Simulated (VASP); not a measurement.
## SnTe: single point with LDA

Crystal: SnTe.

```
Sn Te
1.0
     0.00000    3.69351    3.69351
     3.69351    0.00000    3.69351
     3.69351    3.69351    0.00000
Sn Te
1 1
Direct
  0.00000 0.00000 0.00000
  0.75000 0.75000 0.75000
```

```
Program             : VASP 6.6.1
Task                : single point
Functional          : LDA
Potentials or basis : VASP PAW LDA potentials, release 64 (Sn_d, Te)
Cutoff              : 520 eV
k mesh              : 6 × 6 × 6
Occupations         : gaussian, width 0.01 eV
Spin                : no spin polarisation
```

```yaml
Pressure: -3.3 GPa
Band_gap_on_the_k_mesh: 0.34 eV, indirect (least direct gap 0.79 eV)
```

Levels at points of the mesh, in eV from the valence-band top:
```csv
k point,band 8,band 9,band 10,band 11,band 12,band 13
"(0.00, 0.00, 0.00)",-1.53,-1.53,-1.53,1.23,1.23,1.23
"(0.50, 0.00, 0.00)",-2.02,-2.02,-1.78,1.98,1.98,3.27
"(0.50, 0.50, 0.00)",-2.63,-2.63,-0.45,0.34,3.79,3.79
```

Wall time 17 s on 1 thread of AMD EPYC 7R13 Processor (Zen 3) (shared host), peak memory 0.17 GiB.

Caveat: spin-orbit coupling is left out, which moves the levels of the heavy elements. A k mesh can miss the band edges.
